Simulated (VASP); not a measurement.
## SnI4O12: single point with PBE

SnI4O12:

```xyz
17
Lattice="4.9719 0.0000 0.0000 0.1044 6.1734 0.0000 0.1947 0.3305 8.2354" Properties=species:S:1:pos:R:3 pbc="T T T"
Sn    0.0973    0.1652    4.1177
I     2.6341    4.8600    1.9190
I     2.6369    1.6439    6.3164
I     5.1436    4.6150    6.9554
I     0.1274    1.8889    1.2800
O     4.1146    5.9851    2.3846
O     1.1563    0.5189    5.8508
O     1.7330    5.0618    3.5317
O     3.5379    1.4421    4.7037
O     4.3997    4.7794    5.2350
O     0.8712    1.7245    3.0004
O     4.3436    2.9574    7.3048
O     0.9273    3.5465    0.9306
O     3.4238    3.3128    2.3699
O     1.8471    3.1912    5.8655
O     3.8738    5.6414    7.7938
O     1.3971    0.8625    0.4416
```

| Property | Result |
| --- | --- |
| Program | VASP 6.6.1 |
| Task | single point |
| Functional | PBE |
| Potentials or basis | VASP PAW PBE potentials, release 64 (Sn_d, I, O) |
| Cutoff | 520 eV |
| k mesh | 4 × 4 × 3 |
| Occupations | fermi-dirac, width 0.02 eV |
| Spin | no spin polarisation |

```yaml
Pressure: 4.4 GPa
Largest_force: 0.095 eV/Å
Band_gap_on_the_k_mesh: 2.77 eV (least direct gap 2.96 eV)
```

Forces on the atoms (eV/Å):
```
Sn   0.000  0.000  0.000
I    0.013  0.004  0.010
I   -0.013 -0.004 -0.010
I   -0.010 -0.009 -0.013
I    0.010  0.009  0.013
O   -0.065 -0.041 -0.033
O    0.065  0.041  0.033
O    0.063 -0.033 -0.055
O   -0.063  0.033  0.055
O   -0.010 -0.042  0.084
O    0.010  0.042 -0.084
O    0.000  0.042 -0.013
O    0.000 -0.042  0.013
O   -0.001  0.030 -0.005
O    0.001 -0.030  0.005
O    0.013 -0.031 -0.020
O   -0.013  0.031  0.020
```

Stress tensor (GPa, compression positive):
```
 4.34 -0.13  0.11
-0.13  4.03 -0.16
 0.11 -0.16  4.72
```

Levels at points of the mesh, in eV from the valence-band top:
```
           k point  band 54  band 55  band 56  band 57  band 58  band 59  band 60  band 61
(0.00, 0.00, 0.00)    -0.52    -0.50    -0.38    -0.22     3.17     3.18     3.44     3.80
(0.50, 0.00, 0.00)    -0.82    -0.56    -0.40    -0.26     3.08     3.69     3.86     4.35
(0.00, 0.50, 0.00)    -0.50    -0.48    -0.37    -0.12     3.32     3.47     4.02     4.14
(0.50, 0.50, 0.00)    -0.75    -0.50    -0.37    -0.10     2.95     3.37     3.59     3.94
```

Run time: 20 min on 1 thread of Intel Xeon 8259CL (shared host), peak memory 0.51 GiB.

Caveat: the cell stands under pressure; spin-orbit coupling is left out, which moves the levels of the heavy elements. A k mesh can miss the band edges.
